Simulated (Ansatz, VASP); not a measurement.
**C: VASP beside Ansatz**

File INCAR:

```
  ALGO = Normal
  EDIFF = 1E-8
  ENCUT = 520
  GGA = CA
  ISIF = 2
  ISMEAR = -1
  LASPH = T
  LCHARG = F
  LEFG = T
  LREAL = F
  LWAVE = F
  NBANDS = 11
  NELM = 80
  PREC = Accurate
  SIGMA = 0.08
```

Contents of KPOINTS:

```
k-points
0
Gamma
  20 20 20
```

File POSCAR:

```
C
1.0
    0.0000000000      1.7893249605      1.7893249605
    1.7893249605      0.0000000000      1.7893249605
    1.7893249605      1.7893249605      0.0000000000
C
2
Direct
    0.5000000000      0.5000000000      0.5000000000
    0.7500000000      0.7500000000      0.7500000000
```

Input for Ansatz:

```yaml
crystal:
  lattice:
    - [0.0, 1.7893249605, 1.7893249605]
    - [1.7893249605, 0.0, 1.7893249605]
    - [1.7893249605, 1.7893249605, 0.0]
  atoms:
    - { symbol: C, position: [0.5, 0.5, 0.5] }
    - { symbol: C, position: [0.75, 0.75, 0.75] }
kpoints:
  mp_grid: { grid: [20, 20, 20] }
scf:
  occupations: { method: fermi_dirac, width: 0.08 }
hamiltonian:
  xc: lda
  pseudopotentials: { kind: all_electron, datasets: crystal }
output:
  forces: true
  stress: true
  eigenvalues: true
  efg: { contact_densities: true }
```

Change from the starting cell: volume scaled by 1.01, crystal datasets.

Alike in both runs: task electric field gradients; functional LDA; k mesh 20 × 20 × 20; occupations fermi-dirac, width 0.08 eV; no spin polarisation.

|  | VASP | Ansatz |
| --- | --- | --- |
| version | VASP 6.6.1 | Ansatz 0.2.0 |
| potentials or method | VASP PAW LDA potentials, release 64 (C), cutoff 520 eV | all-electron PAW with datasets made for the crystal, scalar-relativistic |

Ansatz gave:

* gap on the k mesh at the Fermi level (eV): 4.08
* pressure (GPa): -17.1

What did VASP give for the same quantities?

gap on the k mesh at the Fermi level (eV): 4.08; pressure (GPa): -15.8.

LDA's correlation is that of Perdew and Zunger in VASP and of Perdew and Wang (1992) in Ansatz. Ansatz ran all-electron here, and VASP with PAW potentials.
